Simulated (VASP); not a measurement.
# Pb (Fd-3m) in VASP: notebook

The runs below take Pb through single point, with LDA.

All numbers are computed with VASP 6.6.1; they aren't measurements. Logs are shortened: lines on timing, memory, paths and dates and some standing lists are left out, and cuts for length are marked.

## Step 1: The cell of the first run

Symmetry: Fd-3m, No. 227, cubic system. The conventional cell has a = 6.824 Å, b = 6.824 Å, c = 6.824 Å, α = 90.00°, β = 90.00°, γ = 90.00°. Within 3.9 Å of Pb (site symmetry -43m) lie 4 Pb at 2.95 Å.

## Step 2: Single point, LDA

Input file INCAR:

```
ALGO     = Normal         # electronic algorithm
EDIFF    = 1E-7           # SCF threshold, eV
ENCUT    = 520            # plane-wave cutoff, eV
ISIF     = 2              # what is computed and relaxed
ISMEAR   = -1             # smearing method
LASPH    = T              # aspherical terms in the spheres
LCHARG   = T              # write CHGCAR
LELF     = T              # ELF
LREAL    = F              # projectors in reciprocal space
LVHAR    = T            
LWAVE    = F              # write WAVECAR
NBANDS   = 21             # bands
NELM     = 100            # most SCF steps
PREC     = Accurate       # precision mode
SIGMA    = 0.05           # smearing width, eV
```

Input file KPOINTS:

```
k-points
0
Gamma
  11 11 11
```

Input file POSCAR:

```
Pb
1.0
    0.0000000000      3.4118954541      3.4118954541
    3.4118954541      0.0000000000      3.4118954541
    3.4118954541      3.4118954541      0.0000000000
Pb
2
Direct
   -0.1250000000     -0.1250000000     -0.1250000000
    0.1250000000      0.1250000000      0.1250000000
```

Potentials or basis: VASP PAW LDA potentials, release 64 (Pb_d).

Started as:

```sh
$ cat potpaw_LDA.64/Pb_d/POTCAR > POTCAR
$ mpirun -np 1 vasp_std > vasp.out
```

OUTCAR:

```text
EDIFF = 1E-7
   ENCUT = 520
   ISIF = 2
   ISMEAR = -1
   LASPH = T
   LREAL = F
   NELM = 100
   PREC = Accurate

 ion  position               nearest neighbor table
   1  0.875  0.875  0.875-   2 2.95   2 2.95   2 2.95   2 2.95
   2  0.125  0.125  0.125-   1 2.95   1 2.95   1 2.95   1 2.95

  LATTYP: Found a face centered cubic cell.
 ALAT       =     6.8237909082

  Lattice vectors:

 A1 = (   0.0000000000,   3.4118954541,   3.4118954541)
 A2 = (   3.4118954541,   0.0000000000,   3.4118954541)
 A3 = (   3.4118954541,   3.4118954541,   0.0000000000)

Analysis of symmetry for initial positions (statically):
=====================================================================
 Subroutine PRICEL returns:
 Original cell was already a primitive cell.

 Routine SETGRP: Setting up the symmetry group for a
 face centered cubic supercell.

 Subroutine GETGRP returns: Found 48 space group operations
 (whereof 12 operations were pure point group operations)
 out of a pool of 48 trial point group operations.

The static configuration has the point symmetry D_3d.
 The point group associated with its full space group is O_h .

Analysis of symmetry for dynamics (positions and initial velocities):
=====================================================================
 Subroutine PRICEL returns:
 Original cell was already a primitive cell.

 Routine SETGRP: Setting up the symmetry group for a
 face centered cubic supercell.

 Subroutine GETGRP returns: Found 48 space group operations
 (whereof 12 operations were pure point group operations)
 out of a pool of 48 trial point group operations.

The dynamic configuration has the point symmetry D_3d.
 The point group associated with its full space group is O_h .

 Subroutine INISYM returns: Found 48 space group operations
 (whereof 12 operations are pure point group operations),
 and found     1 'primitive' translations

----------------------------------------------------------------------------------------

                                     Primitive cell

  volume of cell :      79.4360

  direct lattice vectors                    reciprocal lattice vectors
     0.000000000  3.411895454  3.411895454    -0.146546108  0.146546108  0.146546108
     3.411895454  0.000000000  3.411895454     0.146546108 -0.146546108  0.146546108
[... 74 lines left out ...]
   NGXF,Y,Z  is equivalent  to a cutoff of  24.81, 24.81, 24.81 a.u.
 SYSTEM =  unknown system
   PREC   = accura    normal or accurate (medium, high low for compatibility)
   ISTART =      0    job   : 0-new  1-cont  2-samecut
   ICHARG =      2    charge: 1-file 2-atom 10-const
   ISPIN  =      1    spin polarized calculation?
   LNONCOLLINEAR =      F non collinear calculations
   LSORBIT =      F    spin-orbit coupling
   LASPH  =      T    aspherical Exc in radial PAW
   ENCUT  =  520.0 eV  38.22 Ry    6.18 a.u.   8.97  8.97  8.97*2*pi/ulx,y,z
   NELM   =    100;   NELMIN=  2; NELMDL= -5     # of ELM steps
   EDIFF  = 0.1E-06   stopping-criterion for ELM
   LREAL  =      F    real-space projection
   EDIFFG = 0.1E-05   stopping-criterion for IOM
   NSW    =      0    number of steps for IOM
   IBRION =     -1    ionic relax: 0-MD 1-quasi-New 2-CG
   NFREE  =      0    steps in history (QN), initial steepest desc. (CG)
   ISIF   =      2    stress and relaxation
   ISYM   =      2    0-nonsym 1-usesym 2-fastsym
   POTIM  = 0.5000    time-step for ionic-motion
   TEBEG  =    0.0;   TEEND  =   0.0 temperature during run
   PSTRESS=    0.0 pullay stress
   NELECT =      28.0000    total number of electrons
   NUPDOWN=      -1.0000    fix difference up-down
   EMIN   =  10.00;   EMAX   =-10.00  energy-range for DOS
   EFERMI =   0.00;   METHOD = LEGACY
   ISMEAR =    -1;   SIGMA  =   0.05  broadening in eV -4-tet -1-fermi 0-gaus
   EFERMI_NEDOS =   21; number of points for ismear=-14 and -15
   IALGO  =     38    algorithm
   IMIX   =      4    mixing-type and parameters
     AMIX     =   0.40;   BMIX     =  1.00
     AMIX_MAG =   1.60;   BMIX_MAG =  1.00
  volume/ion in A,a.u.               =      39.72       268.03
  Fermi-wavevector in a.u.,A,eV,Ry     =   1.156437  2.185348 18.195689  1.337345
  Thomas-Fermi vector in A             =   2.293057
   LORBIT       =      0    0 simple, 1 ext, 2 COOP (PROOUT), +10 PAW based schemes
   GGA     = CA    functional components
   LHFCALC =     F    Hartree Fock is set to
   AEXX    =    0.0000 exact exchange contribution
   IVDW    =     0    specifies the selected vdW correction
   LEPSILON=     F    determine dielectric tensor
   LRPA    =     F    only Hartree local field effects (RPA)
 non-spin polarized calculation
  energy-cutoff  :      520.00
  volume of cell :       79.44
 maximum number of plane-waves:      2162
   NGX = 17   NGY = 17   NGZ = 17

 number of electron      28.0000009 magnetization

 Free energy of the ion-electron system (eV)
  ---------------------------------------------------
  ext. energy  EPLUGINS =         0.00000000
  ---------------------------------------------------
  free energy    TOTEN  =        -7.88931033 eV

  energy without entropy =       -7.88432009  energy(sigma->0) =       -7.88681521

 E-fermi :   4.2694     XC(G=0):  -8.8647

 val. band max:        4.2600545581   @ k =   0.0909   0.0909   0.0000
 cond. band min:       4.3252675289   @ k =  -0.4545   0.0909   0.0000
 fundamental gap:      0.0652129708
 Fermi energy:         4.2693859866

 k-point     1 :       0.0000    0.0000    0.0000
  band No.  band energies     occupation
      1     -12.9360      2.00000
      2     -12.9360      2.00000
      3     -12.9360      2.00000
      4     -12.8519      2.00000
      5     -12.8519      2.00000
      6     -12.3932      2.00000
[... 565 lines left out ...]
     20      11.2191      0.00000
     21      11.7084      0.00000

 [... further k-points ...]
[... 5 lines left out ...]
  --------------------------------------------------------------------------------------
  -------------------------------------------------------------------------------------
  Total        0.0240255      0.0240255      0.0240255     -0.0000000     -0.0000000      0.0000000
  in kB        0.4845807      0.4845807      0.4845807     -0.0000000     -0.0000000      0.0000000
  external PRESSURE =       0.4845807 kB  Pullay stress =       0.0000000 kB

 VOLUME and BASIS-vectors are now :
 -----------------------------------------------------------------------------
  energy-cutoff  :      520.00
  volume of cell :       79.44
      direct lattice vectors                 reciprocal lattice vectors
     0.000000000  3.411895454  3.411895454    -0.146546108  0.146546108  0.146546108
     3.411895454  0.000000000  3.411895454     0.146546108 -0.146546108  0.146546108
     3.411895454  3.411895454  0.000000000     0.146546108  0.146546108 -0.146546108

 POSITION                                       TOTAL-FORCE (eV/Angst)
 -----------------------------------------------------------------------------------
      5.97082      5.97082      5.97082         0.000000      0.000000      0.000000
      0.85297      0.85297      0.85297        -0.000000     -0.000000     -0.000000
 -----------------------------------------------------------------------------------
    total drift:                                0.000000      0.000000      0.000000

  FREE ENERGIE OF THE ION-ELECTRON SYSTEM (eV)
  ---------------------------------------------------
  free  energy   TOTEN  =        -7.8893103349 eV

  energy  without entropy=       -7.8843200949  energy(sigma->0) =       -7.88681521
```

stdout:

```text
POSCAR found type information on POSCAR Pb
 POSCAR found :  1 types and       2 ions
 scaLAPACK will be used
 LDA part: xc-table for (Slater(with rela. corr.)+CA(PZ))
 , standard interpolation
 POSCAR, INCAR and KPOINTS ok, starting setup
 FFT: planning ... GRIDC
 FFT: planning ... GRID_SOFT
 FFT: planning ... GRID
 WAVECAR not read
 entering main loop
```

Run time: 29 s. Hardware: 1 thread of Intel Xeon 6975P-C (Granite Rapids), shared host; peak memory 0.21 GiB.

Results:

* Free energy: -7.8893 eV
* Pressure: 0.0 GPa
* Band gap on the k mesh: zero (band 14 reaches 4.68 eV, above the bottom of band 15 at 3.51 eV)

Levels at points of the mesh, in eV from the Fermi level:
| k point | band 10 | band 11 | band 12 | band 13 | band 14 | band 15 | band 16 | band 17 | band 18 | band 19 |
| --- | --- | --- | --- | --- | --- | --- | --- | --- | --- | --- |
| (0.00, 0.00, 0.00) | -16.63 | -11.30 | -3.83 | 0.41 | 0.41 | 0.41 | 2.41 | 2.41 | 2.41 | 4.05 |

Caveat: spin-orbit coupling is left out, which moves the levels of the heavy elements.

## Step 3: Single point, LDA

Input file INCAR:

```
SYSTEM = Pb
  ALGO = Normal
  EDIFF = 1E-6
  ENCUT = 520
  ISIF = 2
  ISMEAR = -1
  LASPH = .TRUE.
  LCHARG = .FALSE.
  LREAL = .FALSE.
  LWAVE = .FALSE.
  NBANDS = 21
  NELM = 100
  PREC = Accurate
  SIGMA = 0.05
```

Input file KPOINTS:

```
k-points
0
G
  11 11 11
  0 0 0
```

POSCAR is that of step 2.

Potentials or basis: VASP PAW LDA potentials, release 64 (Pb_d).

Started as:

```sh
$ cat potpaw_LDA.64/Pb_d/POTCAR > POTCAR
$ mpirun -np 1 vasp_std > vasp.out
```

It took 27 s on 1 thread of Intel Xeon 6975P-C (Granite Rapids), shared host; peak memory 0.21 GiB.

The run converged. Its results:

```yaml
Free_energy: -7.8893 eV
Pressure: 0.0 GPa
Band_gap_on_the_k_mesh: zero (band 14 reaches 4.68 eV, above the bottom of band 15 at 3.51 eV)
```

Levels at points of the mesh, in eV from the Fermi level:
```tsv
k point	band 11	band 12	band 13	band 14	band 15	band 16	band 17	band 18
(0.00, 0.00, 0.00)	-11.30	-3.83	0.41	0.41	0.41	2.41	2.41	2.41
```

Caveat: spin-orbit coupling is left out, which moves the levels of the heavy elements.
